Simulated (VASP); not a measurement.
# KBr (Fm-3m) in VASP: settings compared

Aim: see how the results for KBr move with the level of theory and the settings. Levels: PBE+D4, PBEsol+D3(BJ), PBEsol+D4, LDA, PBE. Tasks: relaxation of cell and atoms, single point.

All numbers are computed with VASP 6.6.1; they aren't measurements. Logs are shortened: lines on timing, memory, paths and dates and some standing lists are left out, and cuts for length are marked.

### 1 The cell of the first run

It takes space group Fm-3m (No. 225, cubic). Conventional cell: a = 6.600 Å, b = 6.600 Å, c = 6.600 Å, α = 90.00°, β = 90.00°, γ = 90.00°. Within 4.3 Å of Br (site symmetry m-3m) lie 6 K at 3.30 Å. Within 4.3 Å of K (site symmetry m-3m) lie 6 Br at 3.30 Å.

### 2 Relaxation of cell and atoms, PBE+D4

The input, INCAR:

```
SYSTEM = KBr
  PREC = Accurate
  ENCUT = 600
  EDIFF = 1E-6
  ISMEAR = -1
  SIGMA = 0.05
  LREAL = .False.
  LASPH = .True.
  NELM = 100
  ALGO = Normal
  ISIF = 3
  LWAVE = .False.
  LCHARG = .False.
  GGA = PE
  IVDW = 13
  IBRION = 2
  NSW = 60
  EDIFFG = -0.01
```

The input, KPOINTS:

```
regular mesh
0
Gamma
  7 7 7
  0 0 0
```

The input, POSCAR:

```
KBr
1.0
    0.0000000000      3.3000000000      3.3000000000
    3.3000000000      0.0000000000      3.3000000000
    3.3000000000      3.3000000000      0.0000000000
Br K
1 1
Direct
    0.5000000000      0.5000000000      0.5000000000
    0.0000000000      0.0000000000      0.0000000000
```

Potentials or basis: VASP PAW PBE potentials, release 64 (Br, K_sv).

Run with:

```sh
cat potpaw_PBE.64/Br/POTCAR potpaw_PBE.64/K_sv/POTCAR > POTCAR
mpirun -np 1 vasp_std > vasp.out
```

OUTCAR:

```text
SYSTEM = KBr
   PREC = Accurate
   ENCUT = 600
   EDIFF = 1E-6
   ISMEAR = -1
   LREAL = .False.
   LASPH = .True.
   NELM = 100
   ISIF = 3
   GGA = PE
   IVDW = 13
   IBRION = 2
   NSW = 60
   EDIFFG = -0.01

 ion  position               nearest neighbor table
   1  0.500  0.500  0.500-   2 3.30   2 3.30   2 3.30   2 3.30   2 3.30   2 3.30
   2  0.000  0.000  0.000-   1 3.30   1 3.30   1 3.30   1 3.30   1 3.30   1 3.30

  LATTYP: Found a face centered cubic cell.
 ALAT       =     6.6000000000

  Lattice vectors:

 A1 = (   0.0000000000,   3.3000000000,   3.3000000000)
 A2 = (   3.3000000000,   0.0000000000,   3.3000000000)
 A3 = (   3.3000000000,   3.3000000000,   0.0000000000)

Analysis of symmetry for initial positions (statically):
=====================================================================
 Subroutine PRICEL returns:
 Original cell was already a primitive cell.

 Routine SETGRP: Setting up the symmetry group for a
 face centered cubic supercell.

 Subroutine GETGRP returns: Found 48 space group operations
 (whereof 48 operations were pure point group operations)
 out of a pool of 48 trial point group operations.

The static configuration has the point symmetry O_h .

Analysis of symmetry for dynamics (positions and initial velocities):
=====================================================================
 Subroutine PRICEL returns:
 Original cell was already a primitive cell.

 Routine SETGRP: Setting up the symmetry group for a
 face centered cubic supercell.

 Subroutine GETGRP returns: Found 48 space group operations
 (whereof 48 operations were pure point group operations)
 out of a pool of 48 trial point group operations.

The dynamic configuration has the point symmetry O_h .

 Subroutine INISYM returns: Found 48 space group operations
 (whereof 48 operations are pure point group operations),
 and found     1 'primitive' translations

----------------------------------------------------------------------------------------

                                     Primitive cell

  volume of cell :      71.8740

  direct lattice vectors                    reciprocal lattice vectors
     0.000000000  3.300000000  3.300000000    -0.151515152  0.151515152  0.151515152
     3.300000000  0.000000000  3.300000000     0.151515152 -0.151515152  0.151515152
     3.300000000  3.300000000  0.000000000     0.151515152  0.151515152 -0.151515152

  length of vectors
     4.666904756  4.666904756  4.666904756     0.262431941  0.262431941  0.262431941

  position of ions in fractional coordinates (direct lattice)
     0.500000000  0.500000000  0.500000000
     0.000000000  0.000000000  0.000000000

  ion indices of the primitive-cell ions
   primitive index   ion index
                 1           1
                 2           2

----------------------------------------------------------------------------------------

 KPOINTS: regular mesh

Automatic generation of k-mesh.
 Grid dimensions read from file:
 generate k-points for:    7    7    7

 Generating k-lattice:

  Cartesian coordinates                     Fractional coordinates (reciprocal lattice)
    -0.021645022  0.021645022  0.021645022     0.142857143  0.000000000  0.000000000
     0.021645022 -0.021645022  0.021645022     0.000000000  0.142857143  0.000000000
     0.021645022  0.021645022 -0.021645022     0.000000000  0.000000000  0.142857143

  Length of vectors
     0.037490277  0.037490277  0.037490277

  Shift w.r.t. Gamma in fractional coordinates (k-lattice)
     0.000000000  0.000000000  0.000000000

 Subroutine IBZKPT returns following result:
 ===========================================

 Found     20 irreducible k-points:

 Following reciprocal coordinates:
            Coordinates               Weight
  0.000000  0.000000  0.000000      1.000000
  0.142857  0.000000  0.000000      8.000000
  0.285714  0.000000  0.000000      8.000000
  0.428571  0.000000  0.000000      8.000000
  0.142857  0.142857  0.000000      6.000000
  0.285714  0.142857  0.000000     24.000000
[... 12 lines left out ...]
 -0.428571  0.428571  0.142857     24.000000
 -0.285714  0.428571  0.142857     24.000000
   k-points           NKPTS =     20   k-points in BZ     NKDIM =     20   number of bands    NBANDS=     12
   number of dos      NEDOS =    301   number of ions     NIONS =      2
   total plane-waves  NPLWV =  64000
   dimension x,y,z NGX =    40 NGY =   40 NGZ =   40
   dimension x,y,z NGXF=    80 NGYF=   80 NGZF=   80
   ions per type =               1   1
   NGX,Y,Z   is equivalent  to a cutoff of  14.25, 14.25, 14.25 a.u.
   NGXF,Y,Z  is equivalent  to a cutoff of  28.50, 28.50, 28.50 a.u.
 SYSTEM =  KBr
   PREC   = accura    normal or accurate (medium, high low for compatibility)
   ISTART =      0    job   : 0-new  1-cont  2-samecut
   ICHARG =      2    charge: 1-file 2-atom 10-const
   ISPIN  =      1    spin polarized calculation?
   LNONCOLLINEAR =      F non collinear calculations
   LSORBIT =      F    spin-orbit coupling
   LASPH  =      T    aspherical Exc in radial PAW
   ENCUT  =  600.0 eV  44.10 Ry    6.64 a.u.   9.32  9.32  9.32*2*pi/ulx,y,z
   NELM   =    100;   NELMIN=  2; NELMDL= -5     # of ELM steps
   EDIFF  = 0.1E-05   stopping-criterion for ELM
   LREAL  =      F    real-space projection
   EDIFFG = -.1E-01   stopping-criterion for IOM
   NSW    =     60    number of steps for IOM
   IBRION =      2    ionic relax: 0-MD 1-quasi-New 2-CG
   NFREE  =      1    steps in history (QN), initial steepest desc. (CG)
   ISIF   =      3    stress and relaxation
   ISYM   =      2    0-nonsym 1-usesym 2-fastsym
   POTIM  = 0.5000    time-step for ionic-motion
   TEBEG  =    0.0;   TEEND  =   0.0 temperature during run
   PSTRESS=    0.0 pullay stress
   NELECT =      16.0000    total number of electrons
   NUPDOWN=      -1.0000    fix difference up-down
   EMIN   =  10.00;   EMAX   =-10.00  energy-range for DOS
   EFERMI =   0.00;   METHOD = LEGACY
   ISMEAR =    -1;   SIGMA  =   0.05  broadening in eV -4-tet -1-fermi 0-gaus
   EFERMI_NEDOS =   21; number of points for ismear=-14 and -15
   IALGO  =     38    algorithm
   IMIX   =      4    mixing-type and parameters
     AMIX     =   0.40;   BMIX     =  1.00
     AMIX_MAG =   1.60;   BMIX_MAG =  1.00
  volume/ion in A,a.u.               =      35.94       242.51
  Fermi-wavevector in a.u.,A,eV,Ry     =   0.992181  1.874950 13.393889  0.984423
  Thomas-Fermi vector in A             =   2.123975
   LORBIT       =      0    0 simple, 1 ext, 2 COOP (PROOUT), +10 PAW based schemes
   GGA     = PE    functional components
   LHFCALC =     F    Hartree Fock is set to
   AEXX    =    0.0000 exact exchange contribution
   IVDW    =    13    specifies the selected vdW correction
   LEPSILON=     F    determine dielectric tensor
   LRPA    =     F    only Hartree local field effects (RPA)
 conjugate gradient relaxation of ions
 non-spin polarized calculation
  energy-cutoff  :      600.00
  volume of cell :       71.87
 maximum number of plane-waves:      2421
 NGX is ok and might be reduce to    40
   NGX = 19   NGY = 19   NGZ = 19

--------------------------------------- Ionic step        1  -------------------------------------------

 number of electron      16.0000000 magnetization

 Free energy of the ion-electron system (eV)
  ---------------------------------------------------
  ext. energy  EPLUGINS =         0.00000000
  ---------------------------------------------------
  free energy    TOTEN  =        -6.21517100 eV

  energy without entropy =       -6.21517100  energy(sigma->0) =       -6.21517100

------------------------ aborting loop because EDIFF is reached ----------------------------------------

  DFT-D4 for vdW energy calculation

  Edisp (eV):   -0.24361

  FORCE on cell =-STRESS in cart. coord.  units (eV):
  Direction    XX          YY          ZZ          XY          YZ          ZX
  --------------------------------------------------------------------------------------
  -------------------------------------------------------------------------------------
  Total       0.06225     0.06225     0.06225     0.00000     0.00000     0.00000
  in kB       1.38768     1.38768     1.38768     0.00000     0.00000     0.00000
  external pressure =        1.39 kB  Pullay stress =        0.00 kB

 VOLUME and BASIS-vectors are now :
 -----------------------------------------------------------------------------
  energy-cutoff  :      600.00
  volume of cell :       71.87
      direct lattice vectors                 reciprocal lattice vectors
     0.000000000  3.300000000  3.300000000    -0.151515152  0.151515152  0.151515152
     3.300000000  0.000000000  3.300000000     0.151515152 -0.151515152  0.151515152
     3.300000000  3.300000000  0.000000000     0.151515152  0.151515152 -0.151515152
[... 41 lines left out ...]
 POSITION                                       TOTAL-FORCE (eV/Angst)
 -----------------------------------------------------------------------------------
      3.30496      3.30496      3.30496         0.000000     -0.000000      0.000000
      0.00000      0.00000      0.00000        -0.000000      0.000000     -0.000000
 -----------------------------------------------------------------------------------
    total drift:                                0.000000     -0.000000     -0.000000

  FREE ENERGIE OF THE ION-ELECTRON SYSTEM (eV)
  ---------------------------------------------------
  free  energy   TOTEN  =        -6.4589827432 eV

  energy  without entropy=       -6.4589827431  energy(sigma->0) =       -6.45898274

--------------------------------------- Ionic step        3  -------------------------------------------

 number of electron      16.0000000 magnetization

 Free energy of the ion-electron system (eV)
  ---------------------------------------------------
  ext. energy  EPLUGINS =         0.00000000
  ---------------------------------------------------
  free energy    TOTEN  =        -6.21767100 eV

  energy without entropy =       -6.21767100  energy(sigma->0) =       -6.21767100

 E-fermi :  -0.6126     XC(G=0):  -7.3390

 val. band max:       -1.7719411084   @ k =   0.0000   0.0000   0.0000
 cond. band min:       2.6405400210   @ k =   0.0000   0.0000   0.0000
 fundamental gap:      4.4124811294
 Fermi energy:        -0.6125656975

 k-point     1 :       0.0000    0.0000    0.0000
  band No.  band energies     occupation
      1     -29.5697      2.00000
      2     -14.0547      2.00000
      3     -13.0468      2.00000
      4     -13.0468      2.00000
      5     -13.0468      2.00000
      6      -1.7719      2.00000
      7      -1.7719      2.00000
      8      -1.7719      2.00000
      9       2.6405      0.00000
     10       5.8301      0.00000
     11       5.8301      0.00000
     12       5.8301      0.00000

 k-point     2 :       0.1429    0.0000    0.0000
  band No.  band energies     occupation
      1     -29.5687      2.00000
      2     -14.0935      2.00000
      3     -13.0478      2.00000
      4     -13.0478      2.00000
      5     -12.9952      2.00000
      6      -2.0501      2.00000
      7      -1.8376      2.00000
      8      -1.8376      2.00000
      9       3.1364      0.00000
     10       5.7090      0.00000
     11       6.0688      0.00000
     12       6.0688      0.00000
[... 294 lines left out ...]
 POSITION                                       TOTAL-FORCE (eV/Angst)
 -----------------------------------------------------------------------------------
      3.30876      3.30876      3.30876         0.000000     -0.000000      0.000000
      0.00000      0.00000      0.00000        -0.000000      0.000000     -0.000000
 -----------------------------------------------------------------------------------
    total drift:                                0.000000     -0.000000     -0.000000

  FREE ENERGIE OF THE ION-ELECTRON SYSTEM (eV)
  ---------------------------------------------------
  free  energy   TOTEN  =        -6.4590466314 eV

  energy  without entropy=       -6.4590466314  energy(sigma->0) =       -6.45904663

 reached required accuracy - stopping structural energy minimisation
```

Wall time 1.9 min (1 thread of AMD EPYC, shared host); peak memory 0.22 GiB.

Results:

- Free energy: -6.4590 eV
- Relaxed volume: 36.22 Å³/atom
- Relaxed cell: a = 4.679 Å, b = 4.679 Å, c = 4.679 Å, α = 60.00°, β = 60.00°, γ = 60.00°
- Space group after relaxing (to 0.05 Å): Fm-3m (No. 225)
- Energy gained by relaxing: 0.1 meV/atom
- Ionic steps: 3
- Pressure after relaxing: 0.0 GPa
- Band gap on the k mesh: 4.41 eV, direct
- Dispersion energy per atom: -0.121 eV

The path:
```tsv
step	energy change (eV)	largest force (eV/Å)	pressure (GPa)	volume (Å³)
1	0.0000	0.0000	0.14	71.87
2	-0.0002	0.0000	0.06	72.20
3	-0.0003	0.0000	0.01	72.45
```

Final structure:
```
CELL_PARAMETERS angstrom
0.00000 3.30876 3.30876
3.30876 0.00000 3.30876
3.30876 3.30876 0.00000
ATOMIC_POSITIONS crystal
Br 0.50000 0.50000 0.50000
K 0.00000 0.00000 0.00000
```

A k mesh can miss the band edges. A hybrid or GW would open this gap; PBE tends to underestimate it.

### 3 Relaxation of cell and atoms, PBEsol+D3(BJ)

The input, INCAR:

```
  ALGO = Normal
  EDIFF = 1E-6
  EDIFFG = -0.01
  ENCUT = 600
  GGA = PS
  IBRION = 2
  ISIF = 3
  ISMEAR = -1
  IVDW = 12
  LASPH = True
  LCHARG = False
  LREAL = False
  LWAVE = False
  NELM = 100
  NSW = 60
  PREC = Accurate
  SIGMA = 0.05
```

The input, KPOINTS:

```
k-points
0
Gamma
  7 7 7
```

POSCAR is that of step 2.

Potentials or basis: VASP PAW PBE potentials, release 64 (Br, K_sv).

Run with:

```sh
cat potpaw_PBE.64/Br/POTCAR potpaw_PBE.64/K_sv/POTCAR > POTCAR
mpirun -np 1 vasp_std > vasp.out
```

Wall time 2.7 min (1 thread of AMD EPYC, shared host); peak memory 0.22 GiB.

It converged, with:

- Free energy: -6.8935 eV
- Relaxed volume: 33.14 Å³/atom
- Relaxed cell: a = 4.542 Å, b = 4.542 Å, c = 4.542 Å, α = 60.00°, β = 60.00°, γ = 60.00°
- Space group after relaxing (to 0.05 Å): Fm-3m (No. 225)
- Energy gained by relaxing: 11.5 meV/atom
- Ionic steps: 4
- Pressure after relaxing: 0.0 GPa
- Band gap on the k mesh: 4.49 eV, direct
- Dispersion energy per atom: -0.224 eV

Step by step:
| step | energy change (eV) | largest force (eV/Å) | pressure (GPa) | volume (Å³) |
| --- | --- | --- | --- | --- |
| 1 | 0.0000 | 0.0000 | -1.22 | 71.87 |
| 2 | -0.0169 | 0.0000 | -0.69 | 69.07 |
| 3 | -0.0230 | 0.0000 | -0.07 | 66.53 |
| 4 | -0.0231 | 0.0000 | 0.01 | 66.27 |

Final structure:
```
Br K
1.0
     0.00000    3.21192    3.21192
     3.21192    0.00000    3.21192
     3.21192    3.21192    0.00000
Br K
1 1
Direct
  0.50000 0.50000 0.50000
  0.00000 0.00000 0.00000
```

Levels at points of the mesh, in eV from the valence-band top:
| k point | band 5 | band 6 | band 7 | band 8 | band 9 | band 10 | band 11 | band 12 |
| --- | --- | --- | --- | --- | --- | --- | --- | --- |
| (0.00, 0.00, 0.00) | -11.00 | 0.00 | 0.00 | 0.00 | 4.49 | 7.52 | 7.52 | 7.52 |

Caveat: the PAW data sets were made with another functional, which shifts forces and pressure a little. Expect the measured gap to be larger: semilocal functionals such as PBEsol lack the derivative discontinuity.

[end of part 1 of 2]
